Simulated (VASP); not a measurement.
Wanted: the native input for a VASP 6.6.1 run.

| Item | Value |
| --- | --- |
| Task | single point |
| Functional | PBEsol |
| Potentials or basis | VASP PAW PBE potentials, release 64 (Cu) |
| Cutoff | 520 eV |
| k mesh | 19 × 19 × 19 |
| Occupations | fermi-dirac, width 0.08 eV |
| Spin | no spin polarisation |
| Dipole correction | no |
| Further INCAR settings | ALGO = Normal; EDIFF = 1e-06; NBANDS = 12 |

The structure of Cu lies in POSCAR:

```
Cu
1.0
    0.0000000000      1.7894250000      1.8075000000
    1.7894250000      0.0000000000      1.8075000000
    1.7894250000      1.7894250000      0.0000000000
Cu
1
Direct
    0.0000000000      0.0000000000      0.0000000000
```

This cell differs from its parent crystal: equal xx and yy strain of -1 %.

The input as run:

INCAR

```
  PREC = Accurate
  ENCUT = 520
  EDIFF = 1E-6
  ISMEAR = -1
  SIGMA = 0.08
  LREAL = F
  LASPH = T
  NELM = 100
  ALGO = Normal
  ISIF = 2
  LWAVE = F
  LCHARG = T
  GGA = PS
  LELF = T
  LVHAR = T
  NBANDS = 12
```

KPOINTS

```
Automatic mesh
0
Gamma
  19 19 19
```

Potentials or basis: VASP PAW PBE potentials, release 64 (Cu).

Launch:

```bash
$ cat potpaw_PBE.64/Cu/POTCAR > POTCAR
$ mpirun -np 1 vasp_std > vasp.out
```

Results of the run:

```json
{
  "Pressure": "-3.0 GPa"
}
```

Caveat: the cell differs from its parent crystal (equal xx and yy strain of -1 %); the PAW data sets were made with another functional, which shifts forces and pressure a little.

Wall time 26 s on 1 thread of Intel(R) Xeon(R) 6975P-C (Granite Rapids) (shared host), peak memory 0.18 GiB.
